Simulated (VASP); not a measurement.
Wanted: the native input for a VASP 6.6.1 run.

| Property | Result |
| --- | --- |
| Task | single point |
| Functional | PBEsol |
| Potentials or basis | VASP PAW PBE potentials, release 64 (Sn_d, Te) |
| Cutoff | 520 eV |
| k mesh | 4 × 4 × 4 |
| Occupations | fermi-dirac, width 0.02 eV |
| Spin | no spin polarisation |
| Dipole correction | no |
| Further INCAR settings | ALGO = Normal; EDIFF = 1e-07; NBANDS = 17 |

The structure of SnTe lies in POSCAR:

```
SnTe
1.0
    0.0000000000      3.6051213577      3.6051213577
    3.6051213577      0.0000000000      3.6051213577
    3.6051213577      3.6051213577      0.0000000000
Sn Te
1 1
Direct
    0.0195700000      0.9812100000      0.9875900000
    0.7487800000      0.7407700000      0.7618300000
```

The input as run:

INCAR

```
PREC = Accurate
ENCUT = 520
EDIFF = 1E-7
ISMEAR = -1
SIGMA = 0.02
LREAL = F
LASPH = T
NELM = 60
ALGO = Normal
ISIF = 2
LWAVE = F
LCHARG = F
GGA = PS
NBANDS = 17
```

KPOINTS

```
regular mesh
0
Gamma
  4 4 4
```

Potentials or basis: VASP PAW PBE potentials, release 64 (Sn_d, Te).

Command:

```bash
$ cat potpaw_PBE.64/Sn_d/POTCAR potpaw_PBE.64/Te/POTCAR > POTCAR
$ mpirun -np 1 vasp_std > vasp.out
```

It gave:

* Pressure: -1.5 GPa
* Largest force: 0.308 eV/Å

Caveat: the k points lie up to 0.38 Å⁻¹ apart; the PAW data sets were made with another functional, which shifts forces and pressure a little.

Wall time 110 s on 1 thread of Intel Xeon 8259CL, on a shared host, peak memory 0.27 GiB.
